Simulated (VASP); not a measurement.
Set up this calculation in VASP 6.6.1, as the native input.

```yaml
Task: single point
Functional: PBE
Potentials_or_basis: VASP PAW PBE potentials, release 64 (As, Ca_sv, P)
Cutoff: 520 eV
k_mesh: 8 × 8 × 8
Occupations: methfessel-paxton, width 0.05 eV
Spin: no spin polarisation
Dipole_correction: no
Further_INCAR_settings: ALGO = Normal; EDIFF = 1e-07; NBANDS = 28
```

The structure of Ca3AsP lies in POSCAR:

```
Ca3AsP
1.0
    5.3338990000      0.0000000000      0.0000000000
    0.0000000000      5.3338990000      0.0000000000
    0.0000000000      0.0000000000      5.3338990000
As Ca P
1 3 1
Direct
    0.0000000000      0.0000000000      0.0000000000
    0.5000000000      0.5000000000      0.0000000000
    0.5000000000      0.0000000000      0.5000000000
    0.0000000000      0.5000000000      0.5000000000
    0.5000000000      0.5000000000      0.5000000000
```

These files were run (other wordings do the same):

INCAR

```
SYSTEM = Ca3AsP
PREC = Accurate
ENCUT = 520
EDIFF = 1E-7
ISMEAR = 1
SIGMA = 0.05
LREAL = .False.
LASPH = .True.
NELM = 80
ALGO = Normal
ISIF = 2
LWAVE = .False.
LCHARG = .False.
GGA = PE
NBANDS = 28
```

KPOINTS

```
Automatic mesh
0
Gamma
  8 8 8
  0 0 0
```

Potentials or basis: VASP PAW PBE potentials, release 64 (As, Ca_sv, P).

Launch:

```console
$ cat potpaw_PBE.64/As/POTCAR potpaw_PBE.64/Ca_sv/POTCAR potpaw_PBE.64/P/POTCAR > POTCAR
$ mpirun -np 1 vasp_std > vasp.out
```

It gave:

```
Pressure               : 0.0 GPa
Band gap on the k mesh : 0.18 eV
```

Wall time 2 min on 1 thread of Intel(R) Xeon(R) Platinum 8488C (Sapphire Rapids) (shared host), peak memory 0.33 GiB.
